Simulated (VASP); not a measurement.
Set up this calculation in VASP 6.6.1, as the native input.

```yaml
Task: single point
Functional: PBE
Potentials_or_basis: VASP PAW PBE potentials, release 64 (Cd, Se)
Cutoff: 520 eV
k_mesh: 8 × 8 × 8
Occupations: gaussian, width 0.03 eV
Spin: no spin polarisation
Dipole_correction: no
Further_INCAR_settings: ALGO = Normal; EDIFF = 1e-06; NBANDS = 16
```

The structure of CdSe lies in POSCAR:

```
CdSe
1.0
    0.0000000000      3.0702711986      3.0702711986
    3.0702711986      0.0000000000      3.0702711986
    3.0702711986      3.0702711986      0.0000000000
Cd Se
1 1
Direct
    0.0000000000      0.0000000000      0.0000000000
    0.2500000000      0.2500000000      0.2500000000
```

One way to write it, as run:

INCAR

```
SYSTEM = CdSe
PREC = Accurate ; ENCUT = 520
EDIFF = 1E-6 ; ISMEAR = 0
SIGMA = 0.03 ; LREAL = .FALSE.
LASPH = .TRUE. ; NELM = 60
ALGO = Normal ; ISIF = 2
LWAVE = .FALSE. ; LCHARG = .FALSE.
GGA = PE ; NBANDS = 16
```

KPOINTS

```
Automatic mesh
0
G
  8 8 8
  0 0 0
```

Potentials or basis: VASP PAW PBE potentials, release 64 (Cd, Se).

The run is started by

```bash
$ cat potpaw_PBE.64/Cd/POTCAR potpaw_PBE.64/Se/POTCAR > POTCAR
$ mpirun -np 1 vasp_std > vasp.out
```

Results of the run:

```yaml
Pressure: 1.6 GPa
Band_gap_on_the_k_mesh: 0.55 eV, direct
```

It took 38 s on 1 thread of AMD EPYC 7571 (shared host), peak memory 0.15 GiB.
